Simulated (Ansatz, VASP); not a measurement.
# One calculation of Sb, two programs

```
Sb
1.0
     3.05609    0.00000    0.00000
     0.00000    3.05609    0.00000
     0.00000    0.00000    3.05609
Sb
1
Direct
  0.00000 0.00000 0.00000
```

Alike in both runs: task single point; functional BLYP; k mesh 11 × 11 × 11; occupations fermi-dirac, width 0.1 eV; no spin polarisation.

|  | VASP | Ansatz |
| --- | --- | --- |
| version | VASP 6.6.1 | Ansatz 0.2.0 |
| potentials or method | VASP PAW PBE potentials, release 64 (Sb), cutoff 500 eV | plane waves (420 eV) with PAW, scalar-relativistic |
| valence electrons in the cell | 5 | 15 |

|  | VASP | Ansatz | Ansatz less VASP |
| --- | --- | --- | --- |
| pressure (GPa) | 8.5 | 8.2 | -0.33 |

VASP's potentials were made for PBE, not for BLYP. VASP's potentials hold 5 valence electrons a cell and Ansatz's 15, so a difference there can come from the potentials and not from the codes.

Neither program's run includes spin-orbit coupling.
